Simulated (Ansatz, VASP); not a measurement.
One calculation of SrLiH3, two programs

```
CELL_PARAMETERS angstrom
4.63079 0.00000 0.00000
0.00000 4.63079 0.00000
0.00000 0.00000 4.63079
ATOMIC_POSITIONS crystal
Li 0.00000 0.00000 0.00000
Sr 0.50000 0.50000 0.50000
H 0.00000 0.50000 0.50000
H 0.50000 0.00000 0.50000
H 0.50000 0.50000 0.00000
```

Alike in both runs: task relaxation of cell and atoms; functional r2SCAN; k mesh 4 × 4 × 4; no spin polarisation.

```csv
,VASP,Ansatz
version,VASP 6.6.1,Ansatz 0.2.0
potentials or method,"VASP PAW PBE potentials, release 64 (Li_sv, Sr_sv, H)","plane waves, PAW"
plane-wave cutoff (eV),600,500
occupations,"gaussian, width 0.01 eV",fixed
valence electrons in the cell,16,16
```

Ansatz gave:

```
relaxed volume (Å³/atom)                                        : 20.16
relaxed length of the cell vector where the two differ most in proportion (Å) : 4.654
```

**Question.** Which values does VASP return?

**Answer.** Relaxed volume (Å³/atom): 20.12; relaxed length of the cell vector where the two differ most in proportion (Å): 4.651.

VASP's potentials were made for PBE, not for r2SCAN.

Noted on VASP's run: the cutoff is under 1.25 times that of the potentials, so the pressure is a little rough.
